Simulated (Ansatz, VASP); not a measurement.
## Ti in VASP and in Ansatz

```
Ti
1.0
     2.86387    0.00000    0.00000
    -1.43193    2.48018    0.00000
     0.00000    0.00000    4.53999
Ti
2
Direct
  0.33333 0.66667 0.25000
  0.66667 0.33333 0.75000
```

Alike in both runs: task single point; functional LDA; k mesh 13 × 13 × 7; occupations gaussian, width 0.2 eV; no spin polarisation.

```csv
,VASP,Ansatz
version,VASP 6.6.1,Ansatz 0.2.0
potentials or method,"VASP PAW LDA potentials, release 64 (Ti_sv), cutoff 520 eV","plane waves (420 eV) with PAW, scalar-relativistic"
valence electrons in the cell,24,24
```

Ansatz gave:

- pressure (GPa): -0.1

Question: Estimate VASP's values.

Answer: Pressure (GPa): -0.2.

Ansatz warns that its potentials were made for another functional, while VASP's fit it. LDA's correlation is that of Perdew and Zunger in VASP and of Perdew and Wang (1992) in Ansatz.
